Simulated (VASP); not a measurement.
Here is a VASP 6.6.1 calculation.

Contents of INCAR:

```
  PREC = Accurate
  ENCUT = 500
  EDIFF = 1E-7
  ISMEAR = 0
  SIGMA = 0.1
  LREAL = F
  LASPH = T
  NELM = 120
  ALGO = Normal
  ISIF = 3
  LWAVE = F
  LCHARG = F
  GGA = PE
  IBRION = 2
  NSW = 90
  EDIFFG = -0.04
  GGA_COMPAT = F
  NELMIN = 4
```

File KPOINTS:

```
regular mesh
0
Gamma
  6 6 8
```

File POSCAR:

```
Si
1.0
    2.6950531059     -2.4033315761      0.0000000000
    2.6950531059      2.4033315761      0.0000000000
   -1.1843993761      0.0000000000      2.3622036846
Si
2
Direct
    0.7460381098      0.7460381098      0.3503122768
    0.2539618902      0.2539618902      0.6496877232
```

Potentials or basis: VASP PAW PBE potentials, release 64 (Si).

Command:

```bash
$ cat potpaw_PBE.64/Si/POTCAR > POTCAR
$ mpirun -np 1 vasp_std > vasp.out
```

Predict the space group after relaxing (to 0.05 Å).

C2/m (No. 12).

Predict the relaxed volume.

15.18 Å³/atom.

Estimate the band gap on the k mesh.

zero (band 4 reaches 11.84 eV, above the bottom of band 5 at 5.32 eV).

Estimate the relaxed cell.

a = 3.610 Å, b = 3.610 Å, c = 2.672 Å, α = 110.76°, β = 110.76°, γ = 78.98°.

Final structure:
```
Si
1.0
     2.78580   -2.29566   -0.00167
     2.78580    2.29566   -0.00167
    -1.22585    0.00000    2.37428
Si
2
Direct
  0.75097 0.75097 0.30743
  0.24903 0.24903 0.69257
```
